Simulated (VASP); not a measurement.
# NbAs (I4_1md) in VASP: density of states with PBEsol+U

Aim: the density of states of NbAs with PBEsol+U.

Program: VASP 6.6.1. These are calculated values, not measurements. Logs are shortened: lines on timing, memory, paths and dates and some standing lists are left out, and cuts for length are marked.

## 1. The cell of the first run

Symmetry: I4_1md, No. 109, tetragonal system. The conventional cell has a = 3.452 Å, b = 3.452 Å, c = 11.680 Å, α = 90.00°, β = 90.00°, γ = 90.00°. Nb (site symmetry 2mm) has 6 As at 2.60 to 2.63 Å and 4 Nb at 3.39 Å within 3.4 Å. As (site symmetry 2mm) has 6 Nb at 2.60 to 2.63 Å and 4 As at 3.39 Å within 3.4 Å.

## 2. Density of states, PBEsol+U

POSCAR

```
NbAs
1.0
   -1.7258500000      1.7258500000      5.8400000000
    1.7258500000     -1.7258500000      5.8400000000
    1.7258500000      1.7258500000     -5.8400000000
Nb As
2 2
Direct
    0.5000000000      0.0000000000      0.5000000000
    0.7500000000      0.7500000000      0.0000000000
    0.9160000000      0.4160000000      0.5000000000
    0.1660000000      0.1660000000      0.0000000000
```

INCAR.step1

```
SYSTEM = NbAs
  PREC = Accurate
  ENCUT = 400
  EDIFF = 1E-6
  ISMEAR = -1
  SIGMA = 0.05
  LREAL = .False.
  LASPH = .True.
  NELM = 200
  ALGO = Normal
  ISIF = 2
  LWAVE = .False.
  LCHARG = .True.
  LMAXMIX = 4
  LDAU = .True.
  LDAUTYPE = 2
  LDAUL = 2 -1
  LDAUU = 8 0
  LDAUJ = 0 0
  LDAUPRINT = 1
  GGA = PS
  NBANDS = 26
  GGA_COMPAT = .False.
  NEDOS = 2001
  LORBIT = 11
```

KPOINTS.step1

```
regular mesh
0
Gamma
  11 11 11
  0 0 0
```

INCAR.step2

```
SYSTEM = NbAs
  PREC = Accurate
  ENCUT = 400
  EDIFF = 1E-6
  ISMEAR = -5
  SIGMA = 0.05
  LREAL = .False.
  LASPH = .True.
  NELM = 200
  ALGO = Normal
  ISIF = 2
  LWAVE = .False.
  LCHARG = .False.
  LMAXMIX = 4
  LDAU = .True.
  LDAUTYPE = 2
  LDAUL = 2 -1
  LDAUU = 8 0
  LDAUJ = 0 0
  LDAUPRINT = 1
  GGA = PS
  LORBIT = 10
  NEDOS = 2001
  ICHARG = 11
  GGA_COMPAT = .False.
```

KPOINTS.step2

```
regular mesh
0
Gamma
  17 17 17
  0 0 0
```

Potentials or basis: VASP PAW PBE potentials, release 64 (Nb_sv, As).

Run with:

```console
cat potpaw_PBE.64/Nb_sv/POTCAR potpaw_PBE.64/As/POTCAR > POTCAR
cp INCAR.step1 INCAR
cp KPOINTS.step1 KPOINTS
mpirun -np 1 vasp_std > vasp.out
cp INCAR.step2 INCAR
cp KPOINTS.step2 KPOINTS
mpirun -np 1 vasp_std > vasp.out
```

OUTCAR:

```text
SYSTEM = NbAs
   PREC = Accurate
   ENCUT = 400
   EDIFF = 1E-6
   ISMEAR = -5
   LREAL = .False.
   LASPH = .True.
   NELM = 200
   ISIF = 2
   GGA = PS
   LORBIT = 10
   ICHARG = 11

 ion  position               nearest neighbor table
   1  0.500  0.000  0.500-   4 2.60   4 2.60   3 2.63   3 2.63   3 2.63   3 2.63
   2  0.750  0.750  0.000-   3 2.60   3 2.60   4 2.63   4 2.63   4 2.63   4 2.63
   3  0.916  0.416  0.500-   2 2.60   2 2.60   1 2.63   1 2.63   1 2.63   1 2.63
   4  0.166  0.166  0.000-   1 2.60   1 2.60   2 2.63   2 2.63   2 2.63   2 2.63

  LATTYP: Found a body centered tetragonal cell.
 ALAT       =     3.4517000000
 C/A-ratio  =     3.3838398470

  Lattice vectors:

 A1 = (  -1.7258500000,   1.7258500000,   5.8400000000)
 A2 = (   1.7258500000,  -1.7258500000,   5.8400000000)
 A3 = (   1.7258500000,   1.7258500000,  -5.8400000000)

Analysis of symmetry for initial positions (statically):
=====================================================================
 Subroutine PRICEL returns:
 Original cell was already a primitive cell.

 Routine SETGRP: Setting up the symmetry group for a
 body centered tetragonal supercell.

 Subroutine GETGRP returns: Found  8 space group operations
 (whereof  4 operations were pure point group operations)
 out of a pool of 16 trial point group operations.

The static configuration has the point symmetry C_2v.
 The point group associated with its full space group is C_4v.

Analysis of symmetry for dynamics (positions and initial velocities):
=====================================================================
 Subroutine PRICEL returns:
 Original cell was already a primitive cell.

 Routine SETGRP: Setting up the symmetry group for a
 body centered tetragonal supercell.

 Subroutine GETGRP returns: Found  8 space group operations
 (whereof  4 operations were pure point group operations)
 out of a pool of 16 trial point group operations.

The dynamic configuration has the point symmetry C_2v.
 The point group associated with its full space group is C_4v.

 Subroutine INISYM returns: Found  8 space group operations
 (whereof  4 operations are pure point group operations),
 and found     1 'primitive' translations

----------------------------------------------------------------------------------------

                                     Primitive cell

  volume of cell :      69.5791

  direct lattice vectors                    reciprocal lattice vectors
    -1.725850000  1.725850000  5.840000000     0.000000000  0.289712316  0.085616438
     1.725850000 -1.725850000  5.840000000     0.289712316  0.000000000  0.085616438
     1.725850000  1.725850000 -5.840000000     0.289712316  0.289712316  0.000000000

  length of vectors
     6.329511549  6.329511549  6.329511549     0.302098329  0.302098329  0.409715086

  position of ions in fractional coordinates (direct lattice)
     0.500000000  0.000000000  0.500000000
     0.750000000  0.750000000  0.000000000
     0.916000000  0.416000000  0.500000000
     0.166000000  0.166000000  0.000000000

  ion indices of the primitive-cell ions
   primitive index   ion index
                 1           1
                 2           2
                 3           3
                 4           4

----------------------------------------------------------------------------------------

 KPOINTS: regular mesh

Automatic generation of k-mesh.
 Grid dimensions read from file:
 generate k-points for:   17   17   17

 Generating k-lattice:

[... 104 lines left out ...]

atom =   1  type =  1  l = 2

 onsite density matrix

spin component  1

  0.1922 -0.0000 -0.0000  0.0000  0.0000
 -0.0000  0.1856 -0.0000 -0.0000 -0.0000
 -0.0000 -0.0000  0.2072 -0.0000  0.0001
  0.0000 -0.0000 -0.0000  0.1995 -0.0000
  0.0000 -0.0000  0.0001 -0.0000  0.1722

spin component  2

  0.1922 -0.0000 -0.0000  0.0000  0.0000
 -0.0000  0.1856 -0.0000 -0.0000 -0.0000
 -0.0000 -0.0000  0.2072 -0.0000  0.0001
  0.0000 -0.0000 -0.0000  0.1995 -0.0000
  0.0000 -0.0000  0.0001 -0.0000  0.1722

 occupancies and eigenvectors

  o =  0.1722  v =  0.0000 -0.0000 -0.0042  0.0000  1.0000  0.0000  0.0000  0.0000  0.0000  0.0000      0.0000  0.0000  0.0000  0.0000  0.0000  0.0000  0.0000  0.0000  0.0000  0.0000
  o =  0.1722  v =  0.0000  0.0000  0.0000  0.0000  0.0000  0.0000 -0.0000 -0.0042  0.0000  1.0000      0.0000  0.0000  0.0000  0.0000  0.0000  0.0000  0.0000  0.0000  0.0000  0.0000
  o =  0.1856  v =  0.0000 -1.0000 -0.0000  0.0000 -0.0000  0.0000  0.0000  0.0000  0.0000  0.0000      0.0000  0.0000  0.0000  0.0000  0.0000  0.0000  0.0000  0.0000  0.0000  0.0000
  o =  0.1856  v =  0.0000  0.0000  0.0000  0.0000  0.0000  0.0000 -1.0000 -0.0000  0.0000 -0.0000      0.0000  0.0000  0.0000  0.0000  0.0000  0.0000  0.0000  0.0000  0.0000  0.0000
  o =  0.1922  v =  1.0000  0.0000  0.0000  0.0000  0.0000  0.0000  0.0000  0.0000  0.0000  0.0000      0.0000  0.0000  0.0000  0.0000  0.0000  0.0000  0.0000  0.0000  0.0000  0.0000
  o =  0.1922  v =  0.0000  0.0000  0.0000  0.0000  0.0000  1.0000  0.0000  0.0000  0.0000  0.0000      0.0000  0.0000  0.0000  0.0000  0.0000  0.0000  0.0000  0.0000  0.0000  0.0000
  o =  0.1995  v =  0.0000  0.0000  0.0000  0.0000  0.0000  0.0000 -0.0000 -0.0000 -1.0000 -0.0000      0.0000  0.0000  0.0000  0.0000  0.0000  0.0000  0.0000  0.0000  0.0000  0.0000
  o =  0.1995  v =  0.0000 -0.0000 -0.0000 -1.0000 -0.0000  0.0000  0.0000  0.0000  0.0000  0.0000      0.0000  0.0000  0.0000  0.0000  0.0000  0.0000  0.0000  0.0000  0.0000  0.0000
  o =  0.2072  v =  0.0000  0.0000  0.0000  0.0000  0.0000  0.0000  0.0000 -1.0000  0.0000 -0.0042      0.0000  0.0000  0.0000  0.0000  0.0000  0.0000  0.0000  0.0000  0.0000  0.0000
  o =  0.2072  v =  0.0000  0.0000 -1.0000  0.0000 -0.0042  0.0000  0.0000  0.0000  0.0000  0.0000      0.0000  0.0000  0.0000  0.0000  0.0000  0.0000  0.0000  0.0000  0.0000  0.0000

atom =   2  type =  1  l = 2

 onsite density matrix

spin component  1

  0.1922  0.0000  0.0000 -0.0000  0.0000
  0.0000  0.1995 -0.0000 -0.0000  0.0000
  0.0000 -0.0000  0.2072 -0.0000 -0.0001
 -0.0000 -0.0000 -0.0000  0.1856  0.0000
  0.0000  0.0000 -0.0001  0.0000  0.1722

spin component  2

  0.1922  0.0000  0.0000 -0.0000  0.0000
  0.0000  0.1995 -0.0000 -0.0000  0.0000
  0.0000 -0.0000  0.2072 -0.0000 -0.0001
 -0.0000 -0.0000 -0.0000  0.1856  0.0000
  0.0000  0.0000 -0.0001  0.0000  0.1722

 occupancies and eigenvectors

  o =  0.1722  v =  0.0000 -0.0000  0.0042 -0.0000  1.0000  0.0000  0.0000  0.0000  0.0000  0.0000      0.0000  0.0000  0.0000  0.0000  0.0000  0.0000  0.0000  0.0000  0.0000  0.0000
  o =  0.1722  v =  0.0000  0.0000  0.0000  0.0000  0.0000  0.0000 -0.0000  0.0042 -0.0000  1.0000      0.0000  0.0000  0.0000  0.0000  0.0000  0.0000  0.0000  0.0000  0.0000  0.0000
  o =  0.1856  v =  0.0000 -0.0000 -0.0000  1.0000  0.0000  0.0000  0.0000  0.0000  0.0000  0.0000      0.0000  0.0000  0.0000  0.0000  0.0000  0.0000  0.0000  0.0000  0.0000  0.0000
  o =  0.1856  v =  0.0000  0.0000  0.0000  0.0000  0.0000  0.0000 -0.0000 -0.0000  1.0000  0.0000      0.0000  0.0000  0.0000  0.0000  0.0000  0.0000  0.0000  0.0000  0.0000  0.0000
  o =  0.1922  v =  1.0000  0.0000  0.0000  0.0000  0.0000  0.0000  0.0000  0.0000  0.0000  0.0000      0.0000  0.0000  0.0000  0.0000  0.0000  0.0000  0.0000  0.0000  0.0000  0.0000
  o =  0.1922  v =  0.0000  0.0000  0.0000  0.0000  0.0000  1.0000  0.0000  0.0000  0.0000  0.0000      0.0000  0.0000  0.0000  0.0000  0.0000  0.0000  0.0000  0.0000  0.0000  0.0000
  o =  0.1995  v =  0.0000  0.0000  0.0000  0.0000  0.0000  0.0000  1.0000 -0.0000  0.0000  0.0000      0.0000  0.0000  0.0000  0.0000  0.0000  0.0000  0.0000  0.0000  0.0000  0.0000
  o =  0.1995  v =  0.0000  1.0000 -0.0000  0.0000  0.0000  0.0000  0.0000  0.0000  0.0000  0.0000      0.0000  0.0000  0.0000  0.0000  0.0000  0.0000  0.0000  0.0000  0.0000  0.0000
  o =  0.2072  v =  0.0000  0.0000  0.0000  0.0000  0.0000  0.0000  0.0000  1.0000  0.0000 -0.0042      0.0000  0.0000  0.0000  0.0000  0.0000  0.0000  0.0000  0.0000  0.0000  0.0000
  o =  0.2072  v =  0.0000  0.0000  1.0000  0.0000 -0.0042  0.0000  0.0000  0.0000  0.0000  0.0000      0.0000  0.0000  0.0000  0.0000  0.0000  0.0000  0.0000  0.0000  0.0000  0.0000

 number of electron      36.0000001 magnetization

 Free energy of the ion-electron system (eV)
  ---------------------------------------------------
  ext. energy  EPLUGINS =         0.00000000
  ---------------------------------------------------
  free energy    TOTEN  =       -21.39096206 eV

  energy without entropy =      -21.39096206  energy(sigma->0) =      -21.39096206

 E-fermi :  10.4358     XC(G=0): -12.0035

 val. band max:       10.5136424467   @ k =  -0.3529   0.4118   0.3529
 cond. band min:      10.3829621658   @ k =  -0.2353   0.2941   0.2353
 fundamental gap:     -0.1306802809
 Fermi energy:        10.4358063340

 k-point     1 :       0.0000    0.0000    0.0000
  band No.  band energies     occupation
      1     -46.7255      2.00000
      2     -46.6989      2.00000
      3     -22.8370      2.00000
      4     -22.7788      2.00000
      5     -22.7788      2.00000
      6     -22.6186      2.00000
[... 589 lines left out ...]
     21      12.5695      0.00000
     22      13.0275      0.00000

 [... further k-points ...]
[... 5 lines left out ...]
  --------------------------------------------------------------------------------------
  -------------------------------------------------------------------------------------
  Total        3.4063235      3.4063235      3.5951391      0.0000000      0.0000000      0.0000000
  in kB       78.4363793     78.4363793     82.7841788      0.0000000      0.0000000      0.0000000
  external PRESSURE =      79.8856458 kB  Pullay stress =       0.0000000 kB

 VOLUME and BASIS-vectors are now :
 -----------------------------------------------------------------------------
  energy-cutoff  :      400.00
  volume of cell :       69.58
      direct lattice vectors                 reciprocal lattice vectors
    -1.725850000  1.725850000  5.840000000     0.000000000  0.289712316  0.085616438
     1.725850000 -1.725850000  5.840000000     0.289712316  0.000000000  0.085616438
     1.725850000  1.725850000 -5.840000000     0.289712316  0.289712316  0.000000000

 POSITION                                       TOTAL-FORCE (eV/Angst)
 -----------------------------------------------------------------------------------
      0.00000      1.72585      0.00000         0.000000      0.000000     -0.316763
      0.00000      0.00000      8.76000        -0.000000     -0.000000     -0.316763
      0.00000      1.72585      4.85888         0.000000      0.000000      0.316763
      0.00000      0.00000      1.93888        -0.000000     -0.000000      0.316763
 -----------------------------------------------------------------------------------
    total drift:                               -0.000000     -0.000000      0.001114

  FREE ENERGIE OF THE ION-ELECTRON SYSTEM (eV)
  ---------------------------------------------------
  free  energy   TOTEN  =       -21.3909620624 eV

  energy  without entropy=      -21.3909620624  energy(sigma->0) =      -21.39096206

 total charge

# of ion       s       p       d       tot
------------------------------------------
    1        2.175   6.043   1.898  10.115
    2        2.175   6.043   1.898  10.115
    3        1.197   1.716   0.080   2.993
    4        1.197   1.716   0.080   2.993
--------------------------------------------------
tot          6.743  15.518   3.955  26.215
```

It took 7.8 min on 1 thread of Intel Xeon 6975P-C (Granite Rapids), shared host; peak memory 0.54 GiB.

What came out:

```yaml
Valence_electrons_inside_the_program's_atomic_spheres: Nb 10.12; As 2.99
```

Eigenvalues of the final occupation matrices:
```tsv
site	spin	trace	eigenvalues
site 1 d	1	0.96	0.17 0.19 0.19 0.20 0.21
site 1 d	2	0.96	0.17 0.19 0.19 0.20 0.21
site 2 d	1	0.96	0.17 0.19 0.19 0.20 0.21
site 2 d	2	0.96	0.17 0.19 0.19 0.20 0.21
```

Caveat: the PAW data sets were made with another functional, which shifts forces and pressure a little; U without spin polarisation on a metal has little footing; the U is typed as a test and isn't derived for this compound; tetrahedron occupations give inexact forces and stress in metals.
